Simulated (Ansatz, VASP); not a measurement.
# W2S in VASP and in Ansatz

The input INCAR:

```
SYSTEM = W2S
ALGO     = Normal         ! electronic algorithm
EDIFF    = 1E-7           ! SCF threshold, eV
EDIFFG   = -0.04          ! ionic threshold
ENCUT    = 600            ! plane-wave cutoff, eV
GGA      = PE             ! functional
IBRION   = 2              ! ionic algorithm
ISIF     = 3              ! what is computed and relaxed
ISMEAR   = 0              ! smearing method
LASPH    = .True.         ! aspherical terms in the spheres
LCHARG   = .False.        ! write CHGCAR
LREAL    = .False.        ! projectors in reciprocal space
LWAVE    = .False.        ! write WAVECAR
NELM     = 100            ! most SCF steps
NSW      = 90             ! ionic steps
PREC     = Accurate       ! precision mode
SIGMA    = 0.1            ! smearing width, eV
```

KPOINTS

```
k-points
0
Gamma
  6 6 6
  0 0 0
```

POSCAR

```
W2S
1.0
    0.0000000000      2.9616221117      2.9616221117
    2.9616221117      0.0000000000      2.9616221117
    2.9616221117      2.9616221117      0.0000000000
W S
2 1
Direct
    0.2500000000      0.2500000000      0.2500000000
    0.7500000000      0.7500000000      0.7500000000
    0.0000000000      0.0000000000      0.0000000000
```

Input for Ansatz:

```yaml
crystal:
  lattice:
    - [0.0, 2.9616221117, 2.9616221117]
    - [2.9616221117, 0.0, 2.9616221117]
    - [2.9616221117, 2.9616221117, 0.0]
  atoms:
    - { symbol: W, position: [0.25, 0.25, 0.25] }
    - { symbol: W, position: [0.75, 0.75, 0.75] }
    - { symbol: S, position: [0.0, 0.0, 0.0] }
basis:
  ecutwfc: 420
kpoints:
  mp_grid: { grid: [6, 6, 6] }
hamiltonian:
  xc: pbe
scf:
  occupations: { method: gaussian, width: 0.1 }
  lower_state_search: "off"
output:
  forces: true
  stress: true
  eigenvalues: true
relax:
  adjacent_minimum: "off"
  f_tol: 0.04
  max_steps: 70
  cell: { stress_tol: 0.4 }
```

Alike in both runs: task relaxation of cell and atoms; functional PBE; k mesh 6 × 6 × 6; occupations gaussian, width 0.1 eV; no spin polarisation.

```csv
,VASP,Ansatz
version,VASP 6.6.1,Ansatz 0.2.0
potentials or method,"VASP PAW PBE potentials, release 64 (W_sv, S), cutoff 600 eV","scalar-relativistic, plane waves, PAW"
valence electrons in the cell,34,34
```

VASP gave:

- gap on the k mesh at the Fermi level, each at its own relaxed structure (eV): none
- relaxed volume (Å³/atom): 15.68
- relaxed cell length with the largest relative difference (Å): 4.052

Estimate Ansatz's values.

gap on the k mesh at the Fermi level, each at its own relaxed structure (eV): none; relaxed volume (Å³/atom): 15.63; relaxed cell length with the largest relative difference (Å): 4.047.

A gap of «none» marks a metal or a gap that the smearing closes.

Spin-orbit coupling is off throughout.
